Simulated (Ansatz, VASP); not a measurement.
**One calculation of AlN, two programs**

The input INCAR:

```
SYSTEM = AlN
ALGO = Normal
EDIFF = 1E-7
EDIFFG = -0.08
ENCUT = 600
GGA = PE
GGA_COMPAT = .FALSE.
IBRION = 2
ISIF = 3
ISMEAR = 0
LASPH = .TRUE.
LCHARG = .FALSE.
LREAL = .FALSE.
LWAVE = .FALSE.
NELM = 120
NELMIN = 4
NSW = 36
PREC = Accurate
SIGMA = 0.15
```

KPOINTS

```
k-points
0
G
  5 5 5
  0 0 0
```

The input POSCAR:

```
AlN
1.0
    0.0000000000      2.3228568200      2.3228568200
    2.3228568200      0.0000000000      2.3228568200
    2.3228568200      2.3228568200      0.0000000000
Al N
1 1
Direct
    0.5000000000      0.5000000000      0.5000000000
    0.0000000000      0.0000000000      0.0000000000
```

Input for Ansatz:

```yaml
crystal:
  lattice:
    - [0.0, 2.32285682, 2.32285682]
    - [2.32285682, 0.0, 2.32285682]
    - [2.32285682, 2.32285682, 0.0]
  atoms:
    - { symbol: Al, position: [0.5, 0.5, 0.5] }
    - { symbol: "N", position: [0.0, 0.0, 0.0] }
basis:
  ecutwfc: 420
kpoints:
  mp_grid: { grid: [5, 5, 5] }
hamiltonian:
  xc: pbe
scf:
  occupations: { method: gaussian, width: 0.15 }
  lower_state_search: "off"
output:
  forces: true
  stress: true
  eigenvalues: true
relax:
  adjacent_minimum: "off"
  f_tol: 0.08
  max_steps: 16
  cell: { stress_tol: 0.8 }
```

Change from the starting cell: species swapped into the KCl type (Fm-3m, No. 225).

Alike in both runs: task relaxation of cell and atoms; functional PBE; k mesh 5 × 5 × 5; occupations gaussian, width 0.15 eV; no spin polarisation.

|  | VASP | Ansatz |
| --- | --- | --- |
| version | VASP 6.6.1 | Ansatz 0.2.0 |
| potentials or method | VASP PAW PBE potentials, release 64 (Al, N), cutoff 600 eV | scalar-relativistic, plane waves, PAW |
| valence electrons in the cell | 8 | 8 |

Ansatz gave:

| Item | Value |
| --- | --- |
| gap on the k mesh at the Fermi level, each at its own relaxed structure (eV) | 5.03 |
| relaxed volume (Å³/atom) | 8.44 |
| relaxed cell length with the largest relative difference (Å) | 2.879 |

Estimate VASP's values.

gap on the k mesh at the Fermi level, each at its own relaxed structure (eV): 5.00; relaxed volume (Å³/atom): 8.44; relaxed cell length with the largest relative difference (Å): 2.880.

The k mesh is coarse, so the values compare programs but aren't converged. Noted on VASP's run: the volume moved by over 15 % at a fixed basis, so the end points are rough.
